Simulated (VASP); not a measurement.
# Zn3Sb4O6F6 (I-43m) in VASP: notebook

Aim: see how the results for Zn3Sb4O6F6 move with the level of theory and the settings. Levels: LDA, PBEsol. Tasks: single point.

All numbers are computed with VASP 6.6.1; they aren't measurements. Logs are shortened: lines on timing, memory, paths and dates and some standing lists are left out, and cuts for length are marked.

**1. The cell of the first run**

The structure is cubic, space group I-43m (No. 217). The conventional cell has a = 8.036 Å, b = 8.036 Å, c = 8.036 Å, α = 90.00°, β = 90.00°, γ = 90.00°. Within 2.6 Å of Zn (site symmetry -42m) lie 2 O at 1.99 Å and 4 F at 2.01 Å. Within 2.6 Å of Sb (site symmetry 3m) lie 3 O at 1.99 Å. O (site symmetry 2mm) has 2 Sb at 1.99 Å and 1 Zn at 1.99 Å within 2.6 Å. F (site symmetry -4) has 2 Zn at 2.01 Å within 2.7 Å.

**2. Single point, LDA**

INCAR

```
SYSTEM = Zn3Sb4O6F6
PREC = Accurate
ENCUT = 520
EDIFF = 1E-7
ISMEAR = -1
SIGMA = 0.02
LREAL = Auto
LASPH = .True.
NELM = 100
ALGO = Normal
ISIF = 2
LWAVE = .False.
LCHARG = .False.
NBANDS = 82
```

KPOINTS

```
regular mesh
0
Gamma
  6 6 6
  0 0 0
```

POSCAR

```
Zn3Sb4O6F6
1.0
   -4.0180839742      4.0180839742      4.0180839742
    4.0180839742     -4.0180839742      4.0180839742
    4.0180839742      4.0180839742     -4.0180839742
Zn Sb O F
3 4 6 6
Direct
    0.0000000000      0.5000000000      0.5000000000
    0.5000000000      0.0000000000      0.5000000000
    0.5000000000      0.5000000000      0.0000000000
    0.3270011311      0.0000000000      0.0000000000
    0.0000000000      0.0000000000      0.3270011311
    0.0000000000      0.3270011311      0.0000000000
    0.6729988689      0.6729988689      0.6729988689
    0.0000000000      0.7478274226      0.7478274226
    0.2521725774      0.0000000000      0.2521725774
    0.0000000000      0.2521725774      0.2521725774
    0.7478274226      0.0000000000      0.7478274226
    0.2521725774      0.2521725774      0.0000000000
    0.7478274226      0.7478274226      0.0000000000
    0.2500000000      0.7500000000      0.5000000000
    0.7500000000      0.2500000000      0.5000000000
    0.5000000000      0.2500000000      0.7500000000
    0.5000000000      0.7500000000      0.2500000000
    0.7500000000      0.5000000000      0.2500000000
    0.2500000000      0.5000000000      0.7500000000
```

Potentials or basis: VASP PAW LDA potentials, release 64 (Zn, Sb, O, F).

Command:

```bash
cat potpaw_LDA.64/Zn/POTCAR potpaw_LDA.64/Sb/POTCAR potpaw_LDA.64/O/POTCAR potpaw_LDA.64/F/POTCAR > POTCAR
mpirun -np 1 vasp_std > vasp.out
```

OUTCAR:

```text
SYSTEM = Zn3Sb4O6F6
   PREC = Accurate
   ENCUT = 520
   EDIFF = 1E-7
   ISMEAR = -1
   LREAL = Auto
   LASPH = .True.
   NELM = 100
   ISIF = 2

 ion  position               nearest neighbor table
   1  0.000  0.500  0.500-   8 1.99  10 1.99  14 2.01  15 2.01  18 2.01  19 2.01   4 3.28   7 3.28
                             6 3.28   5 3.28
   2  0.500  0.000  0.500-   9 1.99  11 1.99  14 2.01  15 2.01  16 2.01  17 2.01   6 3.28   7 3.28
                             4 3.28   5 3.28
   3  0.500  0.500  0.000-  12 1.99  13 1.99  16 2.01  17 2.01  18 2.01  19 2.01   5 3.28   7 3.28
                             4 3.28   6 3.28
   4  0.327  0.000  0.000-   8 1.99   9 1.99  12 1.99   3 3.28   2 3.28   1 3.28   5 3.72   6 3.72
                             7 3.72
   5  0.000  0.000  0.327-   9 1.99  10 1.99  13 1.99   2 3.28   1 3.28   3 3.28   4 3.72   7 3.72
                             6 3.72
   6  0.000  0.327  0.000-  10 1.99  11 1.99  12 1.99   3 3.28   1 3.28   2 3.28   4 3.72   7 3.72
                             5 3.72
   7  0.673  0.673  0.673-   8 1.99  11 1.99  13 1.99   1 3.28   2 3.28   3 3.28   4 3.72   6 3.72
                             5 3.72
   8  0.000  0.748  0.748-   4 1.99   7 1.99   1 1.99
   9  0.252  0.000  0.252-   4 1.99   5 1.99   2 1.99
  10  0.000  0.252  0.252-   5 1.99   6 1.99   1 1.99
  11  0.748  0.000  0.748-   6 1.99   7 1.99   2 1.99
  12  0.252  0.252  0.000-   4 1.99   6 1.99   3 1.99
  13  0.748  0.748  0.000-   5 1.99   7 1.99   3 1.99
  14  0.250  0.750  0.500-   1 2.01   2 2.01
  15  0.750  0.250  0.500-   1 2.01   2 2.01
  16  0.500  0.250  0.750-   2 2.01   3 2.01
  17  0.500  0.750  0.250-   2 2.01   3 2.01
  18  0.750  0.500  0.250-   1 2.01   3 2.01
  19  0.250  0.500  0.750-   1 2.01   3 2.01

  LATTYP: Found a body centered cubic cell.
 ALAT       =     8.0361679484

  Lattice vectors:

 A1 = (  -4.0180839742,   4.0180839742,   4.0180839742)
 A2 = (   4.0180839742,  -4.0180839742,   4.0180839742)
 A3 = (   4.0180839742,   4.0180839742,  -4.0180839742)

Analysis of symmetry for initial positions (statically):
=====================================================================
 Subroutine PRICEL returns:
 Original cell was already a primitive cell.

 Routine SETGRP: Setting up the symmetry group for a
 body centered cubic supercell.

 Subroutine GETGRP returns: Found 24 space group operations
 (whereof 24 operations were pure point group operations)
 out of a pool of 48 trial point group operations.

The static configuration has the point symmetry T_d .

Analysis of symmetry for dynamics (positions and initial velocities):
=====================================================================
 Subroutine PRICEL returns:
 Original cell was already a primitive cell.

 Routine SETGRP: Setting up the symmetry group for a
 body centered cubic supercell.

 Subroutine GETGRP returns: Found 24 space group operations
 (whereof 24 operations were pure point group operations)
 out of a pool of 48 trial point group operations.

The dynamic configuration has the point symmetry T_d .

 Subroutine INISYM returns: Found 24 space group operations
 (whereof 24 operations are pure point group operations),
 and found     1 'primitive' translations

----------------------------------------------------------------------------------------

                                     Primitive cell

  volume of cell :     259.4878

  direct lattice vectors                    reciprocal lattice vectors
    -4.018083974  4.018083974  4.018083974     0.000000000  0.124437419  0.124437419
     4.018083974 -4.018083974  4.018083974     0.124437419  0.000000000  0.124437419
     4.018083974  4.018083974 -4.018083974     0.124437419  0.124437419  0.000000000

  length of vectors
     6.959525592  6.959525592  6.959525592     0.175981086  0.175981086  0.175981086

  position of ions in fractional coordinates (direct lattice)
     0.000000000  0.500000000  0.500000000
     0.500000000  0.000000000  0.500000000
     0.500000000  0.500000000  0.000000000
     0.327001131  0.000000000  0.000000000
     0.000000000  0.000000000  0.327001131
     0.000000000  0.327001131  0.000000000
[... 11 lines left out ...]
     0.750000000  0.500000000  0.250000000
     0.250000000  0.500000000  0.750000000

  ion indices of the primitive-cell ions
   primitive index   ion index
                 1           1
                 2           2
                 3           3
                 4           4
                 5           5
                 6           6
[... 11 lines left out ...]
                18          18
                19          19

----------------------------------------------------------------------------------------

 KPOINTS: regular mesh

Automatic generation of k-mesh.
 Grid dimensions read from file:
 generate k-points for:    6    6    6

 Generating k-lattice:

  Cartesian coordinates                     Fractional coordinates (reciprocal lattice)
     0.000000000  0.020739570  0.020739570     0.166666667  0.000000000  0.000000000
     0.020739570  0.000000000  0.020739570     0.000000000  0.166666667  0.000000000
     0.020739570  0.020739570  0.000000000     0.000000000  0.000000000  0.166666667

  Length of vectors
     0.029330181  0.029330181  0.029330181

  Shift w.r.t. Gamma in fractional coordinates (k-lattice)
     0.000000000  0.000000000  0.000000000

 Subroutine IBZKPT returns following result:
 ===========================================

 Found     16 irreducible k-points:

 Following reciprocal coordinates:
            Coordinates               Weight
  0.000000  0.000000  0.000000      1.000000
  0.166667  0.000000  0.000000     12.000000
  0.333333  0.000000  0.000000     12.000000
  0.500000  0.000000  0.000000      6.000000
  0.166667  0.166667  0.000000     24.000000
  0.333333  0.166667  0.000000     48.000000
[... 8 lines left out ...]
  0.500000  0.500000  0.333333     12.000000
  0.500000  0.500000  0.500000      1.000000
   k-points           NKPTS =     16   k-points in BZ     NKDIM =     16   number of bands    NBANDS=     82
   number of dos      NEDOS =    301   number of ions     NIONS =     19
   total plane-waves  NPLWV = 157464
   dimension x,y,z NGX =    54 NGY =   54 NGZ =   54
   dimension x,y,z NGXF=   108 NGYF=  108 NGZF=  108
   ions per type =               3   4   6   6
   NGX,Y,Z   is equivalent  to a cutoff of  12.90, 12.90, 12.90 a.u.
   NGXF,Y,Z  is equivalent  to a cutoff of  25.80, 25.80, 25.80 a.u.
 SYSTEM =  Zn3Sb4O6F6
   PREC   = accura    normal or accurate (medium, high low for compatibility)
   ISTART =      0    job   : 0-new  1-cont  2-samecut
   ICHARG =      2    charge: 1-file 2-atom 10-const
   ISPIN  =      1    spin polarized calculation?
   LNONCOLLINEAR =      F non collinear calculations
   LSORBIT =      F    spin-orbit coupling
   LASPH  =      T    aspherical Exc in radial PAW
   ENCUT  =  520.0 eV  38.22 Ry    6.18 a.u.  12.94 12.94 12.94*2*pi/ulx,y,z
   NELM   =    100;   NELMIN=  2; NELMDL= -5     # of ELM steps
   EDIFF  = 0.1E-06   stopping-criterion for ELM
   LREAL  =      T    real-space projection
   EDIFFG = 0.1E-05   stopping-criterion for IOM
   NSW    =      0    number of steps for IOM
   IBRION =     -1    ionic relax: 0-MD 1-quasi-New 2-CG
   NFREE  =      0    steps in history (QN), initial steepest desc. (CG)
   ISIF   =      2    stress and relaxation
   ISYM   =      2    0-nonsym 1-usesym 2-fastsym
   POTIM  = 0.5000    time-step for ionic-motion
   TEBEG  =    0.0;   TEEND  =   0.0 temperature during run
   PSTRESS=    0.0 pullay stress
   NELECT =     134.0000    total number of electrons
   NUPDOWN=      -1.0000    fix difference up-down
   EMIN   =  10.00;   EMAX   =-10.00  energy-range for DOS
   EFERMI =   0.00;   METHOD = LEGACY
   ISMEAR =    -1;   SIGMA  =   0.02  broadening in eV -4-tet -1-fermi 0-gaus
   EFERMI_NEDOS =   21; number of points for ismear=-14 and -15
   IALGO  =     38    algorithm
   IMIX   =      4    mixing-type and parameters
     AMIX     =   0.40;   BMIX     =  1.00
     AMIX_MAG =   1.60;   BMIX_MAG =  1.00
  volume/ion in A,a.u.               =      13.66        92.16
  Fermi-wavevector in a.u.,A,eV,Ry     =   1.313421  2.482007 23.471081  1.725076
  Thomas-Fermi vector in A             =   2.443745
   LORBIT       =      0    0 simple, 1 ext, 2 COOP (PROOUT), +10 PAW based schemes
   GGA     = CA    functional components
   LHFCALC =     F    Hartree Fock is set to
   AEXX    =    0.0000 exact exchange contribution
   IVDW    =     0    specifies the selected vdW correction
   LEPSILON=     F    determine dielectric tensor
   LRPA    =     F    only Hartree local field effects (RPA)
 non-spin polarized calculation
  energy-cutoff  :      520.00
  volume of cell :      259.49
 maximum number of plane-waves:      7018
 NGX is ok and might be reduce to    54
   NGX = 25   NGY = 25   NGZ = 25

 number of electron     133.9999979 magnetization

 Free energy of the ion-electron system (eV)
  ---------------------------------------------------
  ext. energy  EPLUGINS =         0.00000000
  ---------------------------------------------------
  free energy    TOTEN  =      -107.74998319 eV

  energy without entropy =     -107.74998319  energy(sigma->0) =     -107.74998319

 E-fermi :   3.1236     XC(G=0): -10.7235

 val. band max:        2.6685832631   @ k =   0.0000   0.0000   0.0000
 cond. band min:       5.3519777836   @ k =   0.5000   0.5000   0.5000
 fundamental gap:      2.6833945205
 Fermi energy:         3.1235907217

 k-point     1 :       0.0000    0.0000    0.0000
  band No.  band energies     occupation
      1     -18.7212      2.00000
      2     -18.3291      2.00000
      3     -18.3291      2.00000
      4     -18.3291      2.00000
      5     -18.2861      2.00000
      6     -18.2861      2.00000
[... 71 lines left out ...]
     78      10.4568      0.00000
     79      10.4568      0.00000
[... 1228 lines left out ...]
     78       9.6326      0.00000
     79       9.6326      0.00000
 [bands above 79 left out]

------------------------ aborting loop because EDIFF is reached ----------------------------------------

  FORCE on cell =-STRESS in cart. coord.  units (eV):
  Direction    XX          YY          ZZ          XY          YZ          ZX
  --------------------------------------------------------------------------------------
  -------------------------------------------------------------------------------------
  Total        1.2588607      1.2588607      1.2588607      0.0000000     -0.0000000      0.0000000
  in kB        7.7726881      7.7726881      7.7726881      0.0000000     -0.0000000      0.0000000
  external PRESSURE =       7.7726881 kB  Pullay stress =       0.0000000 kB

 VOLUME and BASIS-vectors are now :
 -----------------------------------------------------------------------------
  energy-cutoff  :      520.00
  volume of cell :      259.49
      direct lattice vectors                 reciprocal lattice vectors
    -4.018083974  4.018083974  4.018083974     0.000000000  0.124437419  0.124437419
     4.018083974 -4.018083974  4.018083974     0.124437419  0.000000000  0.124437419
     4.018083974  4.018083974 -4.018083974     0.124437419  0.124437419  0.000000000

 POSITION                                       TOTAL-FORCE (eV/Angst)
 -----------------------------------------------------------------------------------
      4.01808      0.00000      0.00000         0.000000     -0.000000     -0.000000
      0.00000      4.01808      0.00000         0.000000     -0.000000     -0.000000
      0.00000      0.00000      4.01808         0.000000     -0.000000     -0.000000
     -1.31392      1.31392      1.31392        -0.145112      0.145112      0.145112
      1.31392      1.31392     -1.31392         0.145112      0.145112     -0.145112
      1.31392     -1.31392      1.31392         0.145112     -0.145112      0.145112
[... 11 lines left out ...]
      0.00000      2.00904      4.01808         0.000000     -0.000000     -0.000000
      4.01808      2.00904      0.00000         0.000000     -0.000000     -0.000000
 -----------------------------------------------------------------------------------
    total drift:                                0.000001      0.000001      0.000001

  FREE ENERGIE OF THE ION-ELECTRON SYSTEM (eV)
  ---------------------------------------------------
  free  energy   TOTEN  =      -107.7499831901 eV

  energy  without entropy=     -107.7499831901  energy(sigma->0) =     -107.74998319
```

Wall time 22 min (1 thread of Intel Xeon 8259CL, shared host); peak memory 0.42 GiB.

Results:

```yaml
Free_energy: -107.7500 eV
Pressure: 0.8 GPa
Largest_force: 0.251 eV/Å
Band_gap_on_the_k_mesh: 2.68 eV (least direct gap 2.73 eV)
```

Forces on the atoms (eV/Å):
```
Zn   0.000  0.000  0.000
Zn   0.000  0.000  0.000
Zn   0.000  0.000  0.000
Sb  -0.145  0.145  0.145
Sb   0.145  0.145 -0.145
Sb   0.145 -0.145  0.145
Sb  -0.145 -0.145 -0.145
O    0.022  0.000  0.000
O    0.000 -0.022  0.000
O   -0.022  0.000  0.000
O    0.000  0.022  0.000
O    0.000  0.000 -0.022
O    0.000  0.000  0.022
F    0.000  0.000  0.000
F    0.000  0.000  0.000
F    0.000  0.000  0.000
F    0.000  0.000  0.000
F    0.000  0.000  0.000
F    0.000  0.000  0.000
```

Levels at points of the mesh, in eV from the valence-band top:
```tsv
k point	band 63	band 64	band 65	band 66	band 67	band 68	band 69	band 70	band 71	band 72
(0.00, 0.00, 0.00)	-0.65	-0.65	-0.14	0.00	0.00	4.01	4.01	4.74	4.74	4.74
(0.50, 0.00, 0.00)	-0.86	-0.73	-0.66	-0.57	-0.26	3.67	3.97	4.32	4.64	4.70
(0.50, 0.50, 0.50)	-0.51	-0.51	-0.51	-0.05	-0.05	2.68	2.68	4.94	5.20	5.20
```

Caveat: spin-orbit coupling is left out, which moves the levels of the heavy elements. Expect the measured gap to be larger: semilocal functionals such as LDA lack the derivative discontinuity.

**3. Single point, PBEsol**

This run uses another cell than the first one, of 14.31 Å³/atom.

INCAR

```
PREC = Accurate ; ENCUT = 520
EDIFF = 1E-7 ; ISMEAR = -1
SIGMA = 0.02 ; LREAL = Auto
LASPH = T ; NELM = 80
ALGO = Normal ; ISIF = 2
LWAVE = F ; LCHARG = T
GGA = PS ; LELF = T
LVHAR = T ; NBANDS = 82
```

KPOINTS

```
Automatic mesh
0
Gamma
  6 6 6
```

POSCAR

```
Zn3Sb4O6F6
1.0
   -4.0812629280      4.0812629280      4.0812629280
    4.0812629280     -4.0812629280      4.0812629280
    4.0812629280      4.0812629280     -4.0812629280
Zn Sb O F
3 4 6 6
Direct
    0.0000000000      0.5000000000      0.5000000000
    0.5000000000      0.0000000000      0.5000000000
    0.5000000000      0.5000000000      0.0000000000
    0.3232423697      0.0000000000      0.0000000000
    0.0000000000      0.0000000000      0.3232423697
    0.0000000000      0.3232423697      0.0000000000
    0.6767576303      0.6767576303      0.6767576303
    0.0000000000      0.7486447045      0.7486447045
    0.2513552955      0.0000000000      0.2513552955
    0.0000000000      0.2513552955      0.2513552955
    0.7486447045      0.0000000000      0.7486447045
    0.2513552955      0.2513552955      0.0000000000
    0.7486447045      0.7486447045      0.0000000000
    0.2500000000      0.7500000000      0.5000000000
    0.7500000000      0.2500000000      0.5000000000
    0.5000000000      0.2500000000      0.7500000000
    0.5000000000      0.7500000000      0.2500000000
    0.7500000000      0.5000000000      0.2500000000
    0.2500000000      0.5000000000      0.7500000000
```

Potentials or basis: VASP PAW PBE potentials, release 64 (Zn, Sb, O, F).

Command:

```bash
cat potpaw_PBE.64/Zn/POTCAR potpaw_PBE.64/Sb/POTCAR potpaw_PBE.64/O/POTCAR potpaw_PBE.64/F/POTCAR > POTCAR
mpirun -np 1 vasp_std > vasp.out
```

Wall time 22 min (1 thread of Intel Xeon 8259CL, shared host); peak memory 0.51 GiB.

The run converged. Its results:

* Free energy: -100.2656 eV
* Pressure: 0.4 GPa
* Largest force: 0.137 eV/Å
* Band gap on the k mesh: 2.82 eV (least direct gap 2.84 eV)

Forces in eV/Å, atoms in the order of the input:
```
Zn   0.000  0.000  0.000
Zn   0.000  0.000  0.000
Zn   0.000  0.000  0.000
Sb  -0.079  0.079  0.079
Sb   0.079  0.079 -0.079
Sb   0.079 -0.079  0.079
Sb  -0.079 -0.079 -0.079
O    0.025  0.000  0.000
O    0.000 -0.025  0.000
O   -0.025  0.000  0.000
O    0.000  0.025  0.000
O    0.000  0.000 -0.025
O    0.000  0.000  0.025
F    0.000  0.000  0.000
F    0.000  0.000  0.000
F    0.000  0.000  0.000
F    0.000  0.000  0.000
F    0.000  0.000  0.000
F    0.000  0.000  0.000
```

Levels at points of the mesh, in eV from the valence-band top:
| k point | band 65 | band 66 | band 67 | band 68 | band 69 | band 70 |
| --- | --- | --- | --- | --- | --- | --- |
| (0.00, 0.00, 0.00) | -0.08 | 0.00 | 0.00 | 4.08 | 4.08 | 4.76 |
| (0.50, 0.00, 0.00) | -0.59 | -0.49 | -0.24 | 3.73 | 4.02 | 4.37 |
| (0.50, 0.50, 0.50) | -0.43 | -0.02 | -0.02 | 2.82 | 2.82 | 4.99 |

Caveat: the PAW data sets were made with another functional, which shifts forces and pressure a little; spin-orbit coupling is left out, which moves the levels of the heavy elements.
